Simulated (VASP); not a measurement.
Write the native input for VASP 6.6.1 that does the following.

```
Task                   : dielectric tensor
Functional             : PBE
Potentials or basis    : VASP PAW PBE potentials, release 64 (B, P)
Cutoff                 : 520 eV
k mesh                 : 10 × 10 × 10
Occupations            : gaussian, width 0.01 eV
Spin                   : no spin polarisation
Dipole correction      : no
Further INCAR settings : ALGO = Normal; EDIFF = 1e-08
```

The structure of BP lies in POSCAR:

```
BP
1.0
    0.0000000000      2.2690000000      2.2690000000
    2.2690000000      0.0000000000      2.2690000000
    2.2690000000      2.2690000000      0.0000000000
B P
1 1
Direct
    0.0000000000      0.0000000000      0.0000000000
    0.2500000000      0.2500000000      0.2500000000
```

These files were run (other wordings do the same):

INCAR

```
SYSTEM = BP
PREC = Accurate
ENCUT = 520
EDIFF = 1E-8
ISMEAR = 0
SIGMA = 0.01
LREAL = .FALSE.
LASPH = .TRUE.
NELM = 100
ALGO = Normal
ISIF = 2
LWAVE = .FALSE.
LCHARG = .FALSE.
GGA = PE
LEPSILON = .TRUE.
```

KPOINTS

```
Automatic mesh
0
G
  10 10 10
  0 0 0
```

Potentials or basis: VASP PAW PBE potentials, release 64 (B, P).

Run with:

```sh
$ cat potpaw_PBE.64/B/POTCAR potpaw_PBE.64/P/POTCAR > POTCAR
$ mpirun -np 1 vasp_std > vasp.out
```

Results of the run:

```yaml
Band_gap_on_the_k_mesh: 1.24 eV, indirect (least direct gap 3.40 eV)
Electronic_dielectric_tensor_diagonal: 9.27
Born_charges_mean_of_the_diagonal: B -0.50; P +0.50 e
```

Wall time 42 s on 1 thread of Intel(R) Xeon(R) 6975P-C (Granite Rapids), with other jobs on the host, peak memory 0.19 GiB.
